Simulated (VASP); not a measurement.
# TePb (Fm-3m) in VASP: settings compared

TePb is run at these levels: PBEsol, LDA; tasks: relaxation of cell and atoms, single point.

Everything below comes from runs of VASP 6.6.1. Logs are shortened: lines on timing, memory, paths and dates and some standing lists are left out, and cuts for length are marked.

## (1) The cell of the first run

It takes space group Fm-3m (No. 225, cubic). The conventional cell has a = 6.462 Å, b = 6.462 Å, c = 6.462 Å, α = 90.00°, β = 90.00°, γ = 90.00°. Within 4.3 Å of Pb (site symmetry m-3m) lie 6 Te at 3.23 Å. Te (site symmetry m-3m) has 6 Pb at 3.23 Å within 4.3 Å.

## (2) Relaxation of cell and atoms, PBEsol, target pressure 30 GPa, at which the enthalpy is minimised

INCAR reads:

```
  ALGO = Normal
  EDIFF = 1E-7
  EDIFFG = -0.02
  ENCUT = 600
  GGA = PS
  IBRION = 2
  ISIF = 3
  ISMEAR = -1
  LASPH = True
  LCHARG = False
  LREAL = False
  LWAVE = False
  NELM = 100
  NSW = 80
  PREC = Accurate
  PSTRESS = 300.0
  SIGMA = 0.05
```

KPOINTS reads:

```
k-points
0
Gamma
  7 7 7
```

POSCAR reads:

```
TePb
1.0
    0.0000000000      3.2310000000      3.2310000000
    3.2310000000      0.0000000000      3.2310000000
    3.2310000000      3.2310000000      0.0000000000
Pb Te
1 1
Direct
    0.0000000000      0.0000000000      0.0000000000
    0.5000000000      0.5000000000      0.5000000000
```

Potentials or basis: VASP PAW PBE potentials, release 64 (Pb_d, Te).

The run is started by

```console
$ cat potpaw_PBE.64/Pb_d/POTCAR potpaw_PBE.64/Te/POTCAR > POTCAR
$ mpirun -np 1 vasp_std > vasp.out
```

OUTCAR:

```text
EDIFF = 1E-7
   EDIFFG = -0.02
   ENCUT = 600
   GGA = PS
   IBRION = 2
   ISIF = 3
   ISMEAR = -1
   LASPH = True
   LREAL = False
   NELM = 100
   NSW = 80
   PREC = Accurate
   PSTRESS = 300.0

 ion  position               nearest neighbor table
   1  0.000  0.000  0.000-   2 3.23   2 3.23   2 3.23   2 3.23   2 3.23   2 3.23
   2  0.500  0.500  0.500-   1 3.23   1 3.23   1 3.23   1 3.23   1 3.23   1 3.23

  LATTYP: Found a face centered cubic cell.
 ALAT       =     6.4620000000

  Lattice vectors:

 A1 = (   0.0000000000,   3.2310000000,   3.2310000000)
 A2 = (   3.2310000000,   0.0000000000,   3.2310000000)
 A3 = (   3.2310000000,   3.2310000000,   0.0000000000)

Analysis of symmetry for initial positions (statically):
=====================================================================
 Subroutine PRICEL returns:
 Original cell was already a primitive cell.

 Routine SETGRP: Setting up the symmetry group for a
 face centered cubic supercell.

 Subroutine GETGRP returns: Found 48 space group operations
[... 9 lines left out ...]

 Routine SETGRP: Setting up the symmetry group for a
 face centered cubic supercell.

 Subroutine GETGRP returns: Found 48 space group operations
[... 11 lines left out ...]
                                     Primitive cell

  volume of cell :      67.4592

  direct lattice vectors                    reciprocal lattice vectors
     0.000000000  3.231000000  3.231000000    -0.154750851  0.154750851  0.154750851
     3.231000000  0.000000000  3.231000000     0.154750851 -0.154750851  0.154750851
     3.231000000  3.231000000  0.000000000     0.154750851  0.154750851 -0.154750851

  length of vectors
     4.569324020  4.569324020  4.569324020     0.268036337  0.268036337  0.268036337

  position of ions in fractional coordinates (direct lattice)
     0.000000000  0.000000000  0.000000000
     0.500000000  0.500000000  0.500000000

  ion indices of the primitive-cell ions
   primitive index   ion index
                 1           1
                 2           2

----------------------------------------------------------------------------------------

 KPOINTS: k-points

Automatic generation of k-mesh.
 Grid dimensions read from file:
 generate k-points for:    7    7    7

 Generating k-lattice:

  Cartesian coordinates                     Fractional coordinates (reciprocal lattice)
    -0.022107264  0.022107264  0.022107264     0.142857143  0.000000000  0.000000000
     0.022107264 -0.022107264  0.022107264     0.000000000  0.142857143  0.000000000
     0.022107264  0.022107264 -0.022107264     0.000000000  0.000000000  0.142857143

  Length of vectors
     0.038290905  0.038290905  0.038290905

  Shift w.r.t. Gamma in fractional coordinates (k-lattice)
     0.000000000  0.000000000  0.000000000

 Subroutine IBZKPT returns following result:
 ===========================================

 Found     20 irreducible k-points:

 Following reciprocal coordinates:
            Coordinates               Weight
  0.000000  0.000000  0.000000      1.000000
  0.142857  0.000000  0.000000      8.000000
  0.285714  0.000000  0.000000      8.000000
  0.428571  0.000000  0.000000      8.000000
  0.142857  0.142857  0.000000      6.000000
  0.285714  0.142857  0.000000     24.000000
[... 12 lines left out ...]
 -0.428571  0.428571  0.142857     24.000000
 -0.285714  0.428571  0.142857     24.000000
   k-points           NKPTS =     20   k-points in BZ     NKDIM =     20   number of bands    NBANDS=     14
   number of dos      NEDOS =    301   number of ions     NIONS =      2
   total plane-waves  NPLWV =  64000
   dimension x,y,z NGX =    40 NGY =   40 NGZ =   40
   dimension x,y,z NGXF=    80 NGYF=   80 NGZF=   80
   ions per type =               1   1
   NGX,Y,Z   is equivalent  to a cutoff of  14.55, 14.55, 14.55 a.u.
   NGXF,Y,Z  is equivalent  to a cutoff of  29.11, 29.11, 29.11 a.u.
 SYSTEM =  unknown system
   PREC   = accura    normal or accurate (medium, high low for compatibility)
   ISTART =      0    job   : 0-new  1-cont  2-samecut
   ICHARG =      2    charge: 1-file 2-atom 10-const
   ISPIN  =      1    spin polarized calculation?
   LNONCOLLINEAR =      F non collinear calculations
   LSORBIT =      F    spin-orbit coupling
   LASPH  =      T    aspherical Exc in radial PAW
   ENCUT  =  600.0 eV  44.10 Ry    6.64 a.u.   9.13  9.13  9.13*2*pi/ulx,y,z
   NELM   =    100;   NELMIN=  2; NELMDL= -5     # of ELM steps
   EDIFF  = 0.1E-06   stopping-criterion for ELM
   LREAL  =      F    real-space projection
   EDIFFG = -.2E-01   stopping-criterion for IOM
   NSW    =     80    number of steps for IOM
   IBRION =      2    ionic relax: 0-MD 1-quasi-New 2-CG
   NFREE  =      1    steps in history (QN), initial steepest desc. (CG)
   ISIF   =      3    stress and relaxation
   ISYM   =      2    0-nonsym 1-usesym 2-fastsym
   POTIM  = 0.5000    time-step for ionic-motion
   TEBEG  =    0.0;   TEEND  =   0.0 temperature during run
   PSTRESS=  300.0 pullay stress
   NELECT =      20.0000    total number of electrons
   NUPDOWN=      -1.0000    fix difference up-down
   EMIN   =  10.00;   EMAX   =-10.00  energy-range for DOS
   EFERMI =   0.00;   METHOD = LEGACY
   ISMEAR =    -1;   SIGMA  =   0.05  broadening in eV -4-tet -1-fermi 0-gaus
   EFERMI_NEDOS =   21; number of points for ismear=-14 and -15
   IALGO  =     38    algorithm
   IMIX   =      4    mixing-type and parameters
     AMIX     =   0.40;   BMIX     =  1.00
     AMIX_MAG =   1.60;   BMIX_MAG =  1.00
  volume/ion in A,a.u.               =      33.73       227.62
  Fermi-wavevector in a.u.,A,eV,Ry     =   1.091619  2.062861 16.213147  1.191633
  Thomas-Fermi vector in A             =   2.227868
   LORBIT       =      0    0 simple, 1 ext, 2 COOP (PROOUT), +10 PAW based schemes
   GGA     = PS    functional components
   LHFCALC =     F    Hartree Fock is set to
   AEXX    =    0.0000 exact exchange contribution
   IVDW    =     0    specifies the selected vdW correction
   LEPSILON=     F    determine dielectric tensor
   LRPA    =     F    only Hartree local field effects (RPA)
 conjugate gradient relaxation of ions
 non-spin polarized calculation
  energy-cutoff  :      600.00
  volume of cell :       67.46
 maximum number of plane-waves:      2259
 NGX is ok and might be reduce to    40
   NGX = 19   NGY = 19   NGZ = 19

--------------------------------------- Ionic step        1  -------------------------------------------

 number of electron      19.9999998 magnetization

 Free energy of the ion-electron system (eV)
  ---------------------------------------------------
  ext. energy  EPLUGINS =         0.00000000
  ---------------------------------------------------
  free energy    TOTEN  =        -8.26013904 eV

  energy without entropy =       -8.26013489  energy(sigma->0) =       -8.26013696

 E-fermi :   5.8339     XC(G=0):  -9.4708

 val. band max:        5.3478633068   @ k =   0.4286   0.0000   0.0000
 cond. band min:       6.3047157076   @ k =   0.4286   0.0000   0.0000
 fundamental gap:      0.9568524008
 Fermi energy:         5.8339463016

 k-point     1 :       0.0000    0.0000    0.0000
  band No.  band energies     occupation
      1     -11.1677      2.00000
      2     -11.1677      2.00000
      3     -11.1568      2.00000
      4     -11.1568      2.00000
      5     -11.1568      2.00000
      6      -6.5751      2.00000
      7      -0.1555      2.00000
      8       4.1251      2.00000
      9       4.1251      2.00000
     10       4.1251      2.00000
     11       9.5173      0.00000
     12       9.5173      0.00000
     13       9.5173      0.00000
     14      11.2173      0.00000
[... 426 lines left out ...]
  FREE ENERGIE OF THE ION-ELECTRON SYSTEM (eV)
  ---------------------------------------------------
  free  energy   TOTEN  =        -7.5586406682 eV

  energy  without entropy=       -7.5585647112  energy(sigma->0) =       -7.55860269

  enthalpy is  TOTEN    =         2.2200771880 eV   P V=        9.7787178562

 E-fermi :   9.8913     XC(G=0): -10.8173

 val. band max:        9.5928740420   @ k =   0.4286   0.0000   0.0000
 cond. band min:      10.2136221512   @ k =   0.4286   0.0000   0.0000
 fundamental gap:      0.6207481092
 Fermi energy:         9.8912728923

 k-point     1 :       0.0000    0.0000    0.0000
  band No.  band energies     occupation
      1      -7.6869      2.00000
      2      -7.6869      2.00000
      3      -7.6444      2.00000
      4      -7.6444      2.00000
      5      -7.6444      2.00000
      6      -5.1514      2.00000
      7       5.0773      2.00000
      8       7.1786      2.00000
      9       7.1786      2.00000
     10       7.1786      2.00000
     11      14.0148      0.00000
     12      14.0148      0.00000
     13      14.0148      0.00000
     14      14.7760      0.00000
[... 307 lines left out ...]
 k-point    20 :      -0.2857    0.4286    0.1429
  band No.  band energies     occupation
      1      -7.8748      2.00000
      2      -7.7035      2.00000
      3      -7.6360      2.00000
      4      -7.6119      2.00000
      5      -7.5665      2.00000
      6      -1.8910      2.00000
      7       0.1653      2.00000
      8       3.4570      2.00000
      9       4.4338      2.00000
     10       8.4879      2.00000
     11      11.4757      0.00000
     12      14.1029      0.00000
     13      15.1486      0.00000
     14      16.5027      0.00000

[... ionic steps 4 to 13 ...]

--------------------------------------- Ionic step       14  -------------------------------------------

 number of electron      19.9999999 magnetization

------------------------ aborting loop because EDIFF is reached ----------------------------------------

  FORCE on cell =-STRESS in cart. coord.  units (eV):
  Direction    XX          YY          ZZ          XY          YZ          ZX
  --------------------------------------------------------------------------------------
  -------------------------------------------------------------------------------------
  Total        8.9495339      8.9495339      8.9495339      0.0000000      0.0000000      0.0000000
  in kB      295.4961906    295.4961906    295.4961906      0.0000000      0.0000000      0.0000000
  external PRESSURE =      -4.5038094 kB  Pullay stress =     300.0000000 kB
[... 61 lines left out ...]
  enthalpy is  TOTEN    =         2.0840207922 eV   P V=        9.0775290295

--------------------------------------- Ionic step       16  -------------------------------------------

 number of electron      19.9999999 magnetization

 Free energy of the ion-electron system (eV)
  ---------------------------------------------------
  ext. energy  EPLUGINS =         0.00000000
  ---------------------------------------------------
  free energy    TOTEN  =        -6.97679159 eV

  energy without entropy =       -6.97661353  energy(sigma->0) =       -6.97670256

 E-fermi :  10.5964     XC(G=0): -11.0398

 val. band max:       10.3244762016   @ k =   0.4286   0.0000   0.0000
 cond. band min:      10.8952646006   @ k =   0.4286   0.0000   0.0000
 fundamental gap:      0.5707883991
 Fermi energy:        10.5963635462

 k-point     1 :       0.0000    0.0000    0.0000
  band No.  band energies     occupation
      1      -7.0973      2.00000
      2      -7.0973      2.00000
      3      -7.0486      2.00000
      4      -7.0486      2.00000
      5      -7.0486      2.00000
      6      -4.9031      2.00000
      7       6.0637      2.00000
      8       7.7493      2.00000
      9       7.7493      2.00000
     10       7.7493      2.00000
     11      14.8112      0.00000
     12      14.8112      0.00000
     13      14.8112      0.00000
     14      15.4385      0.00000
[... 350 lines left out ...]
  FREE ENERGIE OF THE ION-ELECTRON SYSTEM (eV)
  ---------------------------------------------------
  free  energy   TOTEN  =        -6.9767915850 eV

  energy  without entropy=       -6.9766135252  energy(sigma->0) =       -6.97670256

  enthalpy is  TOTEN    =         2.0839343924 eV   P V=        9.0607259774

 reached required accuracy - stopping structural energy minimisation
```

Wall time 8.4 min (1 thread of Intel Xeon 8259CL, shared host); peak memory 0.27 GiB.

Results:

```
Free energy                                            : -6.9768 eV
Relaxed volume                                         : 24.19 Å³/atom
Relaxed cell                                           : a = 4.090 Å, b = 4.090 Å, c = 4.090 Å, α = 60.00°, β = 60.00°, γ = 60.00°
Space group after relaxing (to 0.05 Å)                 : Fm-3m (No. 225)
Energy change on relaxing (the enthalpy is what falls) : +641.7 meV/atom
Ionic steps                                            : 16
Pressure after relaxing                                : 30.0 GPa
```

Step by step:
```tsv
step	energy change (eV)	largest force (eV/Å)	pressure (GPa)	volume (Å³)
1	0.0000	0.0000	-0.40	67.46
2	30.2136	0.0000	604.46	22.28
3	0.7015	0.0000	19.28	52.22
4	0.9145	0.0000	23.30	50.62
5	1.3047	0.0000	30.38	48.28
6	1.2410	0.0000	29.24	48.62
7	1.2433	0.0000	29.28	48.61
8	1.2502	0.0000	29.41	48.57
9	1.2503	0.0000	29.40	48.57
10	1.2506	0.0000	29.41	48.57
11	1.2511	0.0000	29.42	48.56
12	1.2521	0.0000	29.44	48.56
13	1.2542	0.0000	29.48	48.55
14	1.2583	0.0000	29.55	48.52
15	1.2666	0.0000	29.70	48.48
16	1.2833	0.0000	30.00	48.39
```

Final structure:
```
Pb Te
1.0
     0.00000    2.89228    2.89228
     2.89228    0.00000    2.89228
     2.89228    2.89228    0.00000
Pb Te
1 1
Direct
  0.00000 0.00000 0.00000
  0.50000 0.50000 0.50000
```

Caveat: this odd mesh misses L, where the gap lies, so gap, dielectric constants and Born charges aren't listed; the cell is relaxed towards a set pressure, so the enthalpy falls and the energy may rise; the volume moved by over 15 % at a fixed basis, so the end points are rough; the PAW data sets were made with another functional, which shifts forces and pressure a little; spin-orbit coupling is left out, which moves the levels of the heavy elements.

## (3) Single point, LDA

This run uses another cell than the first one, of 23.85 Å³/atom, 0.707 times its volume.

INCAR reads:

```
  PREC = Accurate
  ENCUT = 520
  EDIFF = 1E-6
  ISMEAR = -1
  SIGMA = 0.05
  LREAL = F
  LASPH = T
  NELM = 100
  ALGO = Normal
  ISIF = 2
  LWAVE = F
  LCHARG = F
  GGA = CA
  NBANDS = 17
```

KPOINTS reads:

```
regular mesh
0
Gamma
  7 7 7
```

POSCAR reads:

```
TePb
1.0
    0.0000000000      2.8783194183      2.8783194183
    2.8783194183      0.0000000000      2.8783194183
    2.8783194183      2.8783194183      0.0000000000
Pb Te
1 1
Direct
    0.0000000000      0.0000000000      0.0000000000
    0.5000000000      0.5000000000      0.5000000000
```

Potentials or basis: VASP PAW LDA potentials, release 64 (Pb_d, Te).

The run is started by

```console
$ cat potpaw_LDA.64/Pb_d/POTCAR potpaw_LDA.64/Te/POTCAR > POTCAR
$ mpirun -np 1 vasp_std > vasp.out
```

Run time: 7.9 s. Hardware: 1 thread of AMD EPYC 9R45 (Zen 5), shared host; peak memory 0.12 GiB.

It converged, with:

```
Free energy : -7.5402 eV
Pressure    : 30.3 GPa
```

Levels at points of the mesh, in eV from the Fermi level:
| k point | band 7 | band 8 | band 9 | band 10 | band 11 | band 12 | band 13 | band 14 |
| --- | --- | --- | --- | --- | --- | --- | --- | --- |
| (0.00, 0.00, 0.00) | -4.48 | -2.89 | -2.89 | -2.89 | 4.21 | 4.21 | 4.21 | 4.88 |

Caveat: this odd mesh misses L, where the gap lies, so gap, dielectric constants and Born charges aren't listed; spin-orbit coupling is left out, which moves the levels of the heavy elements.

## (4) Single point, LDA

This run uses another cell than the first one, of 25.54 Å³/atom, 0.757 times its volume.

INCAR reads:

```
ALGO     = Normal         # electronic algorithm
EDIFF    = 1E-6           # SCF threshold, eV
ENCUT    = 520            # plane-wave cutoff, eV
GGA      = CA             # functional
ISIF     = 2              # what is computed and relaxed
ISMEAR   = -1             # smearing method
LASPH    = True           # aspherical terms in the spheres
LCHARG   = False          # write CHGCAR
LREAL    = False          # projectors in reciprocal space
LWAVE    = False          # write WAVECAR
NBANDS   = 17             # bands
NELM     = 80             # most SCF steps
PREC     = Accurate       # precision mode
SIGMA    = 0.05           # smearing width, eV
```

KPOINTS reads:

```
k-points
0
Gamma
  7 7 7
```

POSCAR reads:

```
TePb
1.0
    0.0000000000      2.9447890812      2.9447890812
    2.9447890812      0.0000000000      2.9447890812
    2.9447890812      2.9447890812      0.0000000000
Pb Te
1 1
Direct
    0.0000000000      0.0000000000      0.0000000000
    0.5000000000      0.5000000000      0.5000000000
```

The run is started by

```console
$ cat potpaw_LDA.64/Pb_d/POTCAR potpaw_LDA.64/Te/POTCAR > POTCAR
$ mpirun -np 1 vasp_std > vasp.out
```

It took 8.4 s on 1 thread of AMD EPYC 9R45 (Zen 5), shared host; peak memory 0.13 GiB.

Results (log left out):

| Property | Result |
| --- | --- |
| Free energy | -8.0686 eV |
| Pressure | 20.2 GPa |

Levels at points of the mesh, in eV from the Fermi level:
| k point | band 7 | band 8 | band 9 | band 10 | band 11 | band 12 | band 13 | band 14 |
| --- | --- | --- | --- | --- | --- | --- | --- | --- |
| (0.00, 0.00, 0.00) | -4.92 | -2.68 | -2.68 | -2.68 | 4.06 | 4.06 | 4.06 | 4.94 |

Caveat: this odd mesh misses L, where the gap lies, so gap, dielectric constants and Born charges aren't listed; spin-orbit coupling is left out, which moves the levels of the heavy elements.

## (5) Summary

| task | level | potentials or basis | cell | cutoff (eV) | pressure (GPa) |
| --- | --- | --- | --- | --- | --- |
| relaxation of cell and atoms | PBEsol | VASP PAW PBE potentials, release 64 (Pb_d, Te) | relaxed to 30 GPa from a = 4.569 Å, angles 60.0°, 2 atoms | 600 | 30.0 |
| single point | LDA | VASP PAW LDA potentials, release 64 (Pb_d, Te) | a = 4.071 Å, angles 60.0°, 2 atoms | 520 | 30.3 |
| single point | LDA | VASP PAW LDA potentials, release 64 (Pb_d, Te) | a = 4.165 Å, angles 60.0°, 2 atoms | 520 | 20.2 |

Alike in all rows: no spin polarisation; k mesh 7 × 7 × 7; smearing fermi-dirac 0.05 eV.

Caveats: spin-orbit coupling is left out, which moves the levels of the heavy elements; the cell is relaxed towards a set pressure, so the enthalpy falls and the energy may rise (some runs); the volume moved by over 15 % at a fixed basis, so the end points are rough (some runs); the PAW data sets were made with another functional, which shifts forces and pressure a little (some runs).

Absolute energies hang on the potentials; compare differences alone.
